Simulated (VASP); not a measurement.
Here is a VASP 6.6.1 calculation.

The input INCAR:

```
SYSTEM = C
PREC = Accurate ; ENCUT = 520
EDIFF = 1E-7 ; ISMEAR = 0
SIGMA = 0.02 ; LREAL = .False.
LASPH = .True. ; NELM = 100
ALGO = Normal ; ISIF = 2
LWAVE = .False. ; LCHARG = .False.
GGA = PE ; NBANDS = 8
```

File KPOINTS:

```
regular mesh
0
Gamma
  11 11 11
  0 0 0
```

File POSCAR:

```
C
1.0
    0.0000000000      1.5354571378      1.5354571378
    1.5354571378      0.0000000000      1.5354571378
    1.5354571378      1.5354571378      0.0000000000
C
1
Direct
    0.0000000000      0.0000000000      0.0000000000
```

Potentials or basis: VASP PAW PBE potentials, release 64 (C).

Command:

```console
$ cat potpaw_PBE.64/C/POTCAR > POTCAR
$ mpirun -np 1 vasp_std > vasp.out
```

Problem. Predict the pressure.

Solution. 0.1 GPa.

Problem. Predict the band gap on the k mesh.

Solution. Zero (band 2 reaches 15.76 eV, above the bottom of band 3 at 4.52 eV).
